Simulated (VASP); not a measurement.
Runs of VASP 6.6.1 on Sn. The structure is that of space group Im-3m (No. 229), or close to it. The cells are those of the table. 

```tsv
level	potentials or basis	cell	k mesh	smearing	grid for exact exchange (PRECFOCK)	screening parameter	gap on the mesh (eV)	pressure (GPa)
HSE06	VASP PAW PBE potentials, release 64 (Sn_d)	a = 3.269, b = 3.303, c = 3.287 Å, angles 110.0, 108.9, 109.9°, 1 atom	5 × 5 × 5	fermi-dirac 0.05 eV	Normal	0.2079 1/Å	none	1.6
PBE	VASP PAW PBE potentials, release 64 (Sn_d)	a = 3.269, b = 3.303, c = 3.287 Å, angles 110.0, 108.9, 109.9°, 1 atom	10 × 10 × 10	fermi-dirac 0.05 eV	-	-	none	0.7
LDA	VASP PAW LDA potentials, release 64 (Sn_d)	a = 3.269, b = 3.303, c = 3.287 Å, angles 110.0, 108.9, 109.9°, 1 atom	7 × 7 × 7	gaussian 0.05 eV	-	-	none	(a)
PBE	VASP PAW PBE potentials, release 64 (Sn_d)	a = 3.280, b = 3.314, c = 3.298 Å, angles 110.3, 109.2, 109.3°, 1 atom	10 × 10 × 10	fermi-dirac 0.05 eV	-	-	none	0.1
LDA	VASP PAW LDA potentials, release 64 (Sn_d)	a = 3.269, b = 3.303, c = 3.287 Å, angles 110.0, 108.9, 109.9°, 1 atom	9 × 9 × 9	gaussian 0.05 eV	-	-	none	(b)
```

Alike in all rows: task single point; no spin polarisation; cutoff (eV) 520.

Question: Fill in the values left out.

Answer: (a) -3.1; (b) -3.7.

Caveats: some runs use coarse meshes; spin-orbit coupling is left out, which moves the levels of the heavy elements; the PAW data sets were made with another functional, which shifts forces and pressure a little (some runs).

A k mesh can miss the band edges, and the runs leave out spin-orbit coupling on Sn.

A gap of «none» marks levels without a gap at the run's occupations.
